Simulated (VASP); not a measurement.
## WSe2: single point with PBEsol

System: WSe2, a slab with vacuum.

```
Se W
1.0
     3.27115    0.00000    0.00000
    -1.63558    2.83290    0.00000
     0.00000    0.00000   58.00985
Se W
14 7
Direct
  0.66667 0.33333 0.12929
  0.66667 0.33333 0.18700
  0.33333 0.66667 0.24324
  0.33333 0.66667 0.30095
  0.66667 0.33333 0.35719
  0.66667 0.33333 0.41490
  0.33333 0.66667 0.47114
  0.33333 0.66667 0.52886
  0.66667 0.33333 0.58510
  0.66667 0.33333 0.64281
  0.33333 0.66667 0.69905
  0.33333 0.66667 0.75676
  0.66667 0.33333 0.81300
  0.66667 0.33333 0.87071
  0.33333 0.66667 0.15814
  0.66667 0.33333 0.27210
  0.33333 0.66667 0.38605
  0.66667 0.33333 0.50000
  0.33333 0.66667 0.61395
  0.66667 0.33333 0.72790
  0.33333 0.66667 0.84186
```

This cell differs from its parent crystal: atoms taken out.

| Property | Result |
| --- | --- |
| Program | VASP 6.6.1 |
| Task | single point |
| Functional | PBEsol |
| Potentials or basis | VASP PAW PBE potentials, release 64 (Se, W_sv) |
| Cutoff | 400 eV |
| k mesh | 9 × 9 × 1 |
| Occupations | gaussian, width 0.05 eV |
| Spin | no spin polarisation |

```
Largest force          : 0.068 eV/Å
Band gap on the k mesh : 1.18 eV (least direct gap 1.60 eV)
```

Forces in eV/Å, atoms in the order of the input:
```
Se   0.000  0.000 -0.033
Se   0.000  0.000  0.068
Se   0.000  0.000 -0.066
Se   0.000  0.000  0.066
Se   0.000  0.000 -0.066
Se   0.000  0.000  0.065
Se   0.000  0.000 -0.066
Se   0.000  0.000  0.066
Se   0.000  0.000 -0.065
Se   0.000  0.000  0.066
Se   0.000  0.000 -0.066
Se   0.000  0.000  0.066
Se   0.000  0.000 -0.068
Se   0.000  0.000  0.033
W    0.000  0.000 -0.035
W    0.000  0.000  0.000
W    0.000  0.000  0.000
W    0.000  0.000  0.000
W    0.000  0.000  0.000
W    0.000  0.000  0.000
W    0.000  0.000  0.035
```

Levels at points of the mesh, in eV from the valence-band top:
```tsv
k point	band 88	band 89	band 90	band 91	band 92	band 93	band 94	band 95
(0.00, 0.00, 0.00)	-0.28	-0.14	-0.05	0.00	2.82	2.82	2.82	2.82
```

Wall time 19 min on 1 thread of Intel(R) Xeon(R) 6975P-C (Granite Rapids), with other jobs on the host, peak memory 0.66 GiB.

Caveat: the cell differs from its parent crystal (atoms taken out); the PAW data sets were made with another functional, which shifts forces and pressure a little; spin-orbit coupling is left out, which moves the levels of the heavy elements.
